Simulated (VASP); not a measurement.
Write the native input for VASP 6.6.1 that does the following.

```yaml
Task: electric field gradients
Functional: LDA
Potentials_or_basis: VASP PAW LDA potentials, release 64 (Mo_sv, S)
Cutoff: 520 eV
k_mesh: 15 × 15 × 15
Occupations: fermi-dirac, width 0.05 eV
Spin: no spin polarisation
Dipole_correction: no
Further_INCAR_settings: ALGO = Normal; EDIFF = 1e-08; NBANDS = 20
```

The structure of MoS2 lies in POSCAR:

```
MoS2
1.0
    1.6023119586      0.9250952406      6.2039093722
   -1.6023119586      0.9250952406      6.2039093722
    0.0000000000     -1.8501904812      6.2039093722
Mo S
1 2
Direct
    0.0000000000      0.0000000000      0.0000000000
    0.7484000000      0.7484000000      0.7484000000
    0.5849000000      0.5849000000      0.5849000000
```

This cell differs from its parent crystal: volume scaled by 1.04.

These files were run (other wordings do the same):

INCAR

```
PREC = Accurate ; ENCUT = 520
EDIFF = 1E-8 ; ISMEAR = -1
SIGMA = 0.05 ; LREAL = False
LASPH = True ; NELM = 80
ALGO = Normal ; ISIF = 2
LWAVE = False ; LCHARG = False
GGA = CA ; LEFG = True
NBANDS = 20
```

KPOINTS

```
regular mesh
0
Gamma
  15 15 15
```

Potentials or basis: VASP PAW LDA potentials, release 64 (Mo_sv, S).

Command:

```sh
$ cat potpaw_LDA.64/Mo_sv/POTCAR potpaw_LDA.64/S/POTCAR > POTCAR
$ mpirun -np 1 vasp_std > vasp.out
```

It gave:

| Property | Result |
| --- | --- |
| Pressure | -4.4 GPa |
| Largest force | 0.152 eV/Å |
| Band gap on the k mesh | 0.64 eV, indirect (least direct gap 1.55 eV) |

Caveat: without QUAD_EFG the Cq values of the log hold for a quadrupole moment of 1 mb, not for the nuclei.

Run time: 7.7 min on 1 thread of Intel(R) Xeon(R) 6975P-C (Granite Rapids), with other jobs on the host, peak memory 0.52 GiB.
